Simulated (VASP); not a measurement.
# C (C2/m) in VASP: further runs, part 2 of 2

VASP 6.6.1. Earlier steps stand in the parts before.

## (4) Single point, PBEsol

Contents of INCAR:

```
SYSTEM = C
PREC = Accurate ; ENCUT = 600
EDIFF = 1E-6 ; ISMEAR = 1
SIGMA = 0.2 ; LREAL = .False.
LASPH = .True. ; NELM = 120
ALGO = Normal ; ISIF = 2
LWAVE = .False. ; LCHARG = .True.
GGA = PS ; LELF = .True.
LVHAR = .True. ; NBANDS = 11
GGA_COMPAT = .False.
```

Contents of KPOINTS:

```
regular mesh
0
Gamma
  7 7 4
  0 0 0
```

Contents of POSCAR:

```
C
1.0
    2.1273203100     -1.2282824400      0.0000000000
    2.1273203100      1.2282824400      0.0000000000
   -1.3790696300      0.0000000000      3.5028300800
C
2
Direct
    0.8333555296      0.8333555296      0.0000930391
    0.1666444704      0.1666444704      0.9999069609
```

Potentials or basis: VASP PAW PBE potentials, release 64 (C).

Launch:

```bash
cat potpaw_PBE.64/C/POTCAR > POTCAR
mpirun -np 1 vasp_std > vasp.out
```

OUTCAR:

```text
SYSTEM = C
   PREC = Accurate
   ENCUT = 600
   EDIFF = 1E-6
   ISMEAR = 1
   LREAL = .False.
   LASPH = .True.
   NELM = 120
   ISIF = 2
   GGA = PS

 ion  position               nearest neighbor table
   1  0.833  0.833  0.000-   2 1.42   2 1.42   2 1.42
   2  0.167  0.167  1.000-   1 1.42   1 1.42   1 1.42

  LATTYP: Found a base centered monoclinic cell.
 ALAT       =     4.2546406200
 B/A-ratio  =     0.5773848133
 C/A-ratio  =     0.8848045588
 COS(beta)  =    -0.3663329311

  Lattice vectors:

 A1 = (   2.1273203100,  -1.2282824400,   0.0000000000)
 A2 = (   2.1273203100,   1.2282824400,   0.0000000000)
 A3 = (  -1.3790696300,   0.0000000000,   3.5028300800)

Analysis of symmetry for initial positions (statically):
=====================================================================
 Subroutine PRICEL returns:
 Original cell was already a primitive cell.

 Routine SETGRP: Setting up the symmetry group for a
 base centered monoclinic supercell.

 Subroutine GETGRP returns: Found  4 space group operations
 (whereof  4 operations were pure point group operations)
 out of a pool of  4 trial point group operations.

The static configuration has the point symmetry C_2h.

Analysis of symmetry for dynamics (positions and initial velocities):
=====================================================================
 Subroutine PRICEL returns:
 Original cell was already a primitive cell.

 Routine SETGRP: Setting up the symmetry group for a
 base centered monoclinic supercell.

 Subroutine GETGRP returns: Found  4 space group operations
 (whereof  4 operations were pure point group operations)
 out of a pool of  4 trial point group operations.

The dynamic configuration has the point symmetry C_2h.

 Subroutine INISYM returns: Found  4 space group operations
 (whereof  4 operations are pure point group operations),
 and found     1 'primitive' translations

[... 112 lines left out ...]
   IMIX   =      4    mixing-type and parameters
     AMIX     =   0.40;   BMIX     =  1.00
     AMIX_MAG =   1.60;   BMIX_MAG =  1.00
  volume/ion in A,a.u.               =       9.15        61.77
  Fermi-wavevector in a.u.,A,eV,Ry     =   1.242352  2.347705 20.999765  1.543439
  Thomas-Fermi vector in A             =   2.376710
   LORBIT       =      0    0 simple, 1 ext, 2 COOP (PROOUT), +10 PAW based schemes
   GGA     = PS    functional components
   LHFCALC =     F    Hartree Fock is set to
   AEXX    =    0.0000 exact exchange contribution
   IVDW    =     0    specifies the selected vdW correction
   LEPSILON=     F    determine dielectric tensor
   LRPA    =     F    only Hartree local field effects (RPA)
 non-spin polarized calculation
 Methfessel and Paxton  Order N= 1 SIGMA  =   0.20
  energy-cutoff  :      600.00
  volume of cell :       18.31
 maximum number of plane-waves:       625
   NGX =  9   NGY =  9   NGZ = 15

 number of electron       8.0000000 magnetization

 Free energy of the ion-electron system (eV)
  ---------------------------------------------------
  ext. energy  EPLUGINS =         0.00000000
  ---------------------------------------------------
  free energy    TOTEN  =       -19.30446443 eV

  energy without entropy =      -19.30482367  energy(sigma->0) =      -19.30458418

 E-fermi :   3.4223     XC(G=0): -10.2639

 val. band max:        3.2629527332   @ k =  -0.2857   0.2857   0.0000
 cond. band min:       5.5568422836   @ k =  -0.2857   0.4286   0.2500
 fundamental gap:      2.2938895504
 Fermi energy:         3.4223412891

 k-point     1 :       0.0000    0.0000    0.0000
  band No.  band energies     occupation
      1     -15.3714      2.00000
      2      -2.5741      2.00000
      3       1.3185      2.00000
      4       1.3220      2.00000
      5       7.9897      0.00000
      6      12.6913      0.00000
      7      12.6936      0.00000
      8      15.8245      0.00000
      9      17.2529      0.00000
     10      26.8055      0.00000
     11      28.3059      0.00000
[... 309 lines left out ...]
 k-point    24 :       0.1429    0.1429    0.2500
  band No.  band energies     occupation
      1     -14.7206      2.00000
      2      -3.2774      2.00000
      3      -0.4424      2.00000
      4       0.4030      2.00000
      5      12.3247      0.00000
      6      12.7781      0.00000
      7      14.3416      0.00000
      8      14.6192      0.00000
      9      18.0543      0.00000
     10      23.0385      0.00000
     11      27.7438      0.00000

 [... further k-points ...]
[... 5 lines left out ...]
  --------------------------------------------------------------------------------------
  -------------------------------------------------------------------------------------
  Total        0.1708077      0.1587143      0.0358259      0.0000000      0.0000000     -0.0034217
  in kB       14.9498806     13.8914101      3.1356468      0.0000000      0.0000000     -0.2994836
  external PRESSURE =      10.6589792 kB  Pullay stress =       0.0000000 kB

 VOLUME and BASIS-vectors are now :
 -----------------------------------------------------------------------------
  energy-cutoff  :      600.00
  volume of cell :       18.31
      direct lattice vectors                 reciprocal lattice vectors
     2.127320310 -1.228282440  0.000000000     0.235037478 -0.407072497  0.092534619
     2.127320310  1.228282440  0.000000000     0.235037478  0.407072497  0.092534619
    -1.379069630  0.000000000  3.502830080     0.000000000  0.000000000  0.285483445

 POSITION                                       TOTAL-FORCE (eV/Angst)
 -----------------------------------------------------------------------------------
      3.54550      0.00000      0.00033         0.000479      0.000000     -0.007044
     -0.66993      0.00000      3.50250        -0.000479      0.000000      0.007044
 -----------------------------------------------------------------------------------
    total drift:                                0.000000      0.000000      0.000000

  FREE ENERGIE OF THE ION-ELECTRON SYSTEM (eV)
  ---------------------------------------------------
  free  energy   TOTEN  =       -19.3044644333 eV

  energy  without entropy=      -19.3048236729  energy(sigma->0) =      -19.30458418
```

OSZICAR:

```text
N       E                     dE             d eps       ncg     rms          rms(c)
DAV:   1     0.254171333066E+01    0.25417E+01   -0.44676E+03  1320   0.729E+02
DAV:   2    -0.199280462192E+02   -0.22470E+02   -0.21410E+02  1814   0.128E+02
DAV:   3    -0.205201988152E+02   -0.59215E+00   -0.59123E+00  1669   0.165E+01
DAV:   4    -0.205224722839E+02   -0.22735E-02   -0.22732E-02  1515   0.122E+00
DAV:   5    -0.205224821523E+02   -0.98685E-05   -0.98683E-05  1692   0.766E-02    0.642E+00
DAV:   6    -0.195979040444E+02    0.92458E+00   -0.78027E-01  1530   0.509E+00    0.370E+00
DAV:   7    -0.193021566545E+02    0.29575E+00   -0.87387E-01  1581   0.545E+00    0.973E-01
DAV:   8    -0.193047578281E+02   -0.26012E-02   -0.21582E-02  1458   0.941E-01    0.139E-01
DAV:   9    -0.193044030971E+02    0.35473E-03   -0.71377E-04  1582   0.164E-01    0.637E-02
DAV:  10    -0.193044639035E+02   -0.60806E-04   -0.16901E-04  1506   0.858E-02    0.289E-02
DAV:  11    -0.193044644333E+02   -0.52980E-06   -0.68496E-06  1590   0.152E-02
   1 F= -.19304464E+02 E0= -.19304584E+02  d E =0.359240E-03
```

stdout:

```text
POSCAR found type information on POSCAR C
 POSCAR found :  1 types and       2 ions
 scaLAPACK will be used
 -----------------------------------------------------------------------------
|                                                                             |
|                                                                             |
|     You enforced a specific xc type in the INCAR file but a different       |
|     I HOPE YOU KNOW WHAT YOU ARE DOING!                                     |
|                                                                             |
 -----------------------------------------------------------------------------

 LDA part: xc-table for (Slater+PW92), standard interpolation
 POSCAR, INCAR and KPOINTS ok, starting setup
 FFT: planning ... GRIDC
 FFT: planning ... GRID_SOFT
 FFT: planning ... GRID
 WAVECAR not read
 entering main loop
```

Run time: 17 s. Hardware: 1 thread of AMD EPYC 7R13 (Zen 3), shared host; peak memory 0.1 GiB.

Results:

* Free energy: -19.3045 eV
* Pressure: 1.1 GPa
* Largest force: 0.007 eV/Å
* Band gap on the k mesh: 2.29 eV, indirect (least direct gap 2.31 eV)

Forces in eV/Å, atoms in the order of the input:
```
C    0.000  0.000 -0.007
C    0.000  0.000  0.007
```

Caveat: the k points lie up to 0.45 Å⁻¹ apart; the PAW data sets were made with another functional, which shifts forces and pressure a little; this functional lacks dispersion, which binds the layers, so the pressure and a relaxed spacing across them are unreliable. A k mesh can miss the band edges.

## (5) Summary

```tsv
k mesh	gap on the mesh (eV)	pressure (GPa)	largest force (eV/Å)
4 × 4 × 2	3.39	0.9	0.02
5 × 5 × 3	2.50	1.3	0.03
7 × 7 × 4	2.29	1.1	0.01
```

Alike in all rows: task single point; level PBEsol; potentials or basis VASP PAW PBE potentials, release 64 (C); no spin polarisation; cell as given; cutoff (eV) 600; smearing methfessel-paxton 0.2 eV.

Caveats: all runs use coarse meshes; the PAW data sets were made with another functional, which shifts forces and pressure a little; this functional lacks dispersion, which binds the layers, so the pressure and a relaxed spacing across them are unreliable.

Total energies depend on the potentials used, so only differences within one code and one set of settings carry meaning.
